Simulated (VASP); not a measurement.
# Mg (P2_1/m) in VASP: notebook, part 3 of 3

VASP 6.6.1. Earlier steps stand in the parts before.

## Step 5: Single point, PBEsol (atom 1 (Mg) moved by (-0.225, +0.450) A along x and y)

The input, INCAR:

```
PREC = Accurate
ENCUT = 520
EDIFF = 1E-6
ISMEAR = 0
SIGMA = 0.15
LREAL = False
LASPH = True
NELM = 60
ALGO = Fast
ISIF = 2
LWAVE = False
LCHARG = False
GGA = PS
NBANDS = 9
```

The input, KPOINTS:

```
regular mesh
0
Gamma
  18 18 10
```

The input, POSCAR:

```
Mg
1.0
    3.2092715325      0.0000000000      0.0000000000
   -1.6046357662      2.7793106748      0.0000000000
    0.0000000000      0.0000000000      5.2103300000
Mg
2
Direct
    0.3441792904      0.8285773174      0.2500000000
    0.6666666667      0.3333333333      0.7500000000
```

Potentials or basis: VASP PAW PBE potentials, release 64 (Mg).

The run is started by

```sh
cat potpaw_PBE.64/Mg/POTCAR > POTCAR
mpirun -np 1 vasp_std > vasp.out
```

OUTCAR:

```text
PREC = Accurate
   ENCUT = 520
   EDIFF = 1E-6
   ISMEAR = 0
   LREAL = False
   LASPH = True
   NELM = 60
   ISIF = 2
   GGA = PS

 ion  position               nearest neighbor table
   1  0.344  0.829  0.250-   2 2.97   2 2.97   2 3.25   2 3.25   2 3.47   2 3.47
   2  0.667  0.333  0.750-   1 2.97   1 2.97   1 3.25   1 3.25   1 3.47   1 3.47

  LATTYP: Found a hexagonal cell.
 ALAT       =     3.2092715325
 C/A-ratio  =     1.6235242008

  Lattice vectors:

 A1 = (   3.2092715325,   0.0000000000,   0.0000000000)
 A2 = (  -1.6046357662,   2.7793106748,   0.0000000000)
 A3 = (   0.0000000000,   0.0000000000,   5.2103300000)

Analysis of symmetry for initial positions (statically):
=====================================================================
 Subroutine PRICEL returns:
 Original cell was already a primitive cell.

 Routine SETGRP: Setting up the symmetry group for a
 hexagonal supercell.

 Subroutine GETGRP returns: Found  4 space group operations
 (whereof  1 operations were pure point group operations)
 out of a pool of 24 trial point group operations.

The static configuration has the point symmetry C_1 .
[... 163 lines left out ...]

 E-fermi :   2.5212     XC(G=0):  -8.4939

 val. band max:        2.5161972782   @ k =   0.5000  -0.1111  -0.3000
 cond. band min:       2.5265811473   @ k =   0.3889   0.1667   0.4000
 fundamental gap:      0.0103838691
 Fermi energy:         2.5211665204

 k-point     1 :       0.0000    0.0000    0.0000
  band No.  band energies     occupation
      1      -4.3486      2.00000
      2       0.8515      2.00000
      3       1.2964      2.00000
      4      13.1734      0.00000
      5      13.3861      0.00000
      6      13.4754      0.00000
      7      13.5990      0.00000
      8      14.5517      0.00000
      9      15.2088      0.00000
[... 265 lines left out ...]
 k-point    24 :       0.0000    0.4444    0.0000
  band No.  band energies     occupation
      1      -0.5698      2.00000
      2       1.4593      2.00000
      3       4.3809      0.00000
      4       5.1706      0.00000
      5       6.3751      0.00000
      6       7.0449      0.00000
      7       9.4338      0.00000
      8      10.3159      0.00000
      9      13.8395      0.00000

 [... further k-points ...]
[... 5 lines left out ...]
  --------------------------------------------------------------------------------------
  -------------------------------------------------------------------------------------
  Total       -0.6169041     -0.1030620      0.1671079      0.1801510      0.0000000      0.0000000
  in kB      -21.2676456     -3.5530420      5.7610120      6.2106694      0.0000000      0.0000000
  external PRESSURE =      -6.3532252 kB  Pullay stress =       0.0000000 kB

 VOLUME and BASIS-vectors are now :
 -----------------------------------------------------------------------------
  energy-cutoff  :      520.00
  volume of cell :       46.47
      direct lattice vectors                 reciprocal lattice vectors
     3.209271532  0.000000000  0.000000000     0.311597193  0.179900723  0.000000000
    -1.604635766  2.779310675  0.000000000     0.000000000  0.359801446  0.000000000
     0.000000000  0.000000000  5.210330000     0.000000000  0.000000000  0.191926423

 POSITION                                       TOTAL-FORCE (eV/Angst)
 -----------------------------------------------------------------------------------
     -0.22500      2.30287      1.30258        -0.001396     -0.359262      0.000000
      1.60464      0.92644      3.90775         0.001396      0.359262      0.000000
 -----------------------------------------------------------------------------------
    total drift:                                0.000000      0.000000      0.000000

  FREE ENERGIE OF THE ION-ELECTRON SYSTEM (eV)
  ---------------------------------------------------
  free  energy   TOTEN  =        -3.3621536432 eV

  energy  without entropy=       -3.3519727998  energy(sigma->0) =       -3.35706322
```

OSZICAR:

```text
N       E                     dE             d eps       ncg     rms          rms(c)
DAV:   1    -0.704319834615E+00   -0.70432E+00   -0.13069E+03 17720   0.315E+02
DAV:   2    -0.334300844694E+01   -0.26387E+01   -0.25585E+01 23536   0.269E+01
DAV:   3    -0.338276449857E+01   -0.39756E-01   -0.39300E-01 22806   0.273E+00
DAV:   4    -0.338288346778E+01   -0.11897E-03   -0.11896E-03 22523   0.148E-01
DAV:   5    -0.338288404505E+01   -0.57728E-06   -0.57753E-06 22042   0.991E-03    0.958E-01
RMM:   6    -0.337196801520E+01    0.10916E-01   -0.58103E-04 17981   0.162E-01    0.610E-01
RMM:   7    -0.336214014191E+01    0.98279E-02   -0.25554E-03 18399   0.322E-01    0.314E-02
RMM:   8    -0.336215348752E+01   -0.13346E-04   -0.99068E-05 19401   0.698E-02    0.645E-03
RMM:   9    -0.336215364317E+01   -0.15565E-06   -0.72645E-06 20346   0.181E-02
   1 F= -.33621536E+01 E0= -.33570632E+01  d E =-.101808E-01
```

It took 3.9 min on 1 thread of Intel Xeon 8259CL, shared host; peak memory 0.49 GiB.

What came out:

```
Free energy            : -3.3622 eV
Pressure               : -0.6 GPa
Largest force          : 0.359 eV/Å
Band gap on the k mesh : zero (bands 2 and 3 overlap by 2.23 eV)
```

Forces in eV/Å, atoms in the order of the input:
```
Mg  -0.001 -0.359  0.000
Mg   0.001  0.359  0.000
```

Stress tensor (GPa, compression positive):
```
-2.13  0.62  0.00
 0.62 -0.36  0.00
 0.00  0.00  0.58
```

Caveat: the cell differs from its parent crystal (atom 1 (Mg) moved by (-0.225, +0.450) A along x and y); the PAW data sets were made with another functional, which shifts forces and pressure a little.

## Step 6: Single point, PBEsol (atom 1 (Mg) moved by (-0.450, -0.450) A along x and y)

The input, INCAR:

```
SYSTEM = Mg
ALGO = Fast
EDIFF = 1E-6
ENCUT = 520
GGA = PS
ISIF = 2
ISMEAR = 0
LASPH = .TRUE.
LCHARG = .FALSE.
LREAL = .FALSE.
LWAVE = .FALSE.
NBANDS = 9
NELM = 100
PREC = Accurate
SIGMA = 0.15
```

The input, KPOINTS:

```
k-points
0
G
  18 18 10
  0 0 0
```

POSCAR, as its differences from that of step 5:

```diff
@@ -8,3 +8,3 @@
 Direct
-    0.3441792904      0.8285773174      0.2500000000
+    0.1121592713      0.5047560159      0.2500000000
     0.6666666667      0.3333333333      0.7500000000
```

Potentials or basis: VASP PAW PBE potentials, release 64 (Mg).

The run is started by

```sh
cat potpaw_PBE.64/Mg/POTCAR > POTCAR
mpirun -np 1 vasp_std > vasp.out
```

Wall time 2.1 min (1 thread of AMD EPYC 9R45 (Zen 5), shared host); peak memory 0.45 GiB.

Results (log left out):

```
Free energy            : -3.2871 eV
Pressure               : -0.2 GPa
Largest force          : 0.532 eV/Å
Band gap on the k mesh : zero (bands 2 and 3 overlap by 2.23 eV)
```

Forces in eV/Å, atoms in the order of the input:
```
Mg   0.481  0.227  0.000
Mg  -0.481 -0.227  0.000
```

Stress tensor (GPa, compression positive):
```
-0.46  0.65  0.00
 0.65 -2.29  0.00
 0.00  0.00  2.22
```

Levels at points of the mesh, in eV from the Fermi level:
```tsv
k point	band 1	band 2	band 3	band 4	band 5	band 6
(0.00, 0.00, 0.00)	-6.87	-1.68	-1.22	10.55	10.90	10.91
(0.50, 0.00, 0.00)	-2.12	-2.11	2.64	2.94	3.38	3.74
(0.00, 0.50, 0.00)	-2.10	-2.10	2.44	2.97	3.21	3.84
(0.50, 0.50, 0.00)	-2.11	-2.11	2.51	3.11	3.12	3.81
(0.00, 0.00, 0.50)	-5.49	-5.49	4.95	4.95	11.58	11.58
(0.50, 0.00, 0.50)	-1.12	-1.12	-0.38	-0.38	7.72	7.72
(0.00, 0.50, 0.50)	-0.96	-0.96	-0.58	-0.58	7.73	7.73
(0.50, 0.50, 0.50)	-1.05	-1.05	-0.48	-0.48	7.68	7.68
```

Caveat: the cell differs from its parent crystal (atom 1 (Mg) moved by (-0.450, -0.450) A along x and y); the PAW data sets were made with another functional, which shifts forces and pressure a little.

## Step 7: Single point, PBEsol (atom 1 (Mg) moved by (-0.450, +0.000) A along x and y)

The input, INCAR:

```
SYSTEM = Mg
ALGO     = Fast           ! electronic algorithm
EDIFF    = 1E-6           ! SCF threshold, eV
ENCUT    = 520            ! plane-wave cutoff, eV
GGA      = PS             ! functional
ISIF     = 2              ! what is computed and relaxed
ISMEAR   = 0              ! smearing method
LASPH    = .TRUE.         ! aspherical terms in the spheres
LCHARG   = .FALSE.        ! write CHGCAR
LREAL    = .FALSE.        ! projectors in reciprocal space
LWAVE    = .FALSE.        ! write WAVECAR
NBANDS   = 9              ! bands
NELM     = 80             ! most SCF steps
PREC     = Accurate       ! precision mode
SIGMA    = 0.15           ! smearing width, eV
```

KPOINTS is that of step 6.

POSCAR, as its differences from that of step 6:

```diff
@@ -8,3 +8,3 @@
 Direct
-    0.1121592713      0.5047560159      0.2500000000
+    0.1931145966      0.6666666667      0.2500000000
     0.6666666667      0.3333333333      0.7500000000
```

The run is started by

```sh
cat potpaw_PBE.64/Mg/POTCAR > POTCAR
mpirun -np 1 vasp_std > vasp.out
```

It took 2.2 min on 1 thread of AMD EPYC 9R45 (Zen 5), shared host; peak memory 0.46 GiB.

The run converged. Its results:

* Free energy: -3.3821 eV
* Pressure: -0.8 GPa
* Largest force: 0.301 eV/Å
* Band gap on the k mesh: zero (bands 2 and 3 overlap by 2.21 eV)

Forces in eV/Å, atoms in the order of the input:
```
Mg   0.270  0.134  0.000
Mg  -0.270 -0.134  0.000
```

Stress tensor (GPa, compression positive):
```
-1.34  1.01  0.00
 1.01 -1.08  0.00
 0.00  0.00  0.14
```

Levels at points of the mesh, in eV from the Fermi level:
```tsv
k point	band 1	band 2	band 3	band 4	band 5
(0.00, 0.00, 0.00)	-6.87	-1.67	-1.23	10.69	10.86
(0.50, 0.00, 0.00)	-2.12	-2.11	2.78	2.83	3.51
(0.00, 0.50, 0.00)	-2.11	-2.11	2.61	3.03	3.24
(0.50, 0.50, 0.00)	-2.10	-2.10	2.49	3.00	3.19
(0.00, 0.00, 0.50)	-5.49	-5.49	4.98	4.98	11.59
(0.50, 0.00, 0.50)	-1.13	-1.13	-0.38	-0.38	7.79
(0.00, 0.50, 0.50)	-1.08	-1.08	-0.44	-0.44	7.76
(0.50, 0.50, 0.50)	-0.98	-0.98	-0.56	-0.56	7.87
```

Caveat: the cell differs from its parent crystal (atom 1 (Mg) moved by (-0.450, +0.000) A along x and y); the PAW data sets were made with another functional, which shifts forces and pressure a little.

## Step 8: Overview

```tsv
cell	further INCAR settings	gap on the mesh (eV)	pressure (GPa)	largest force (eV/Å)
as given, atomic positions A	ALGO = Fast; EDIFF = 1e-06; NBANDS = 9	none	-0.6	0.25
as given, atomic positions B	ALGO = Fast; EDIFF = 1e-07; NBANDS = 9	none	-0.7	0.31
as given, atomic positions C	ALGO = Fast; EDIFF = 1e-06; NBANDS = 9	none	-1.1	0.15
as given, atomic positions D	ALGO = Fast; EDIFF = 1e-06; NBANDS = 9	none	-0.6	0.36
as given, atomic positions E	ALGO = Fast; EDIFF = 1e-06; NBANDS = 9	none	-0.2	0.53
as given, atomic positions F	ALGO = Fast; EDIFF = 1e-06; NBANDS = 9	none	-0.8	0.30
```

Alike in all rows: task single point; level PBEsol; potentials or basis VASP PAW PBE potentials, release 64 (Mg); no spin polarisation; k mesh 18 × 18 × 10; cutoff (eV) 520; smearing gaussian 0.15 eV.

Caveats: the PAW data sets were made with another functional, which shifts forces and pressure a little.

Total energies depend on the potentials used, so only differences within one code and one set of settings carry meaning.
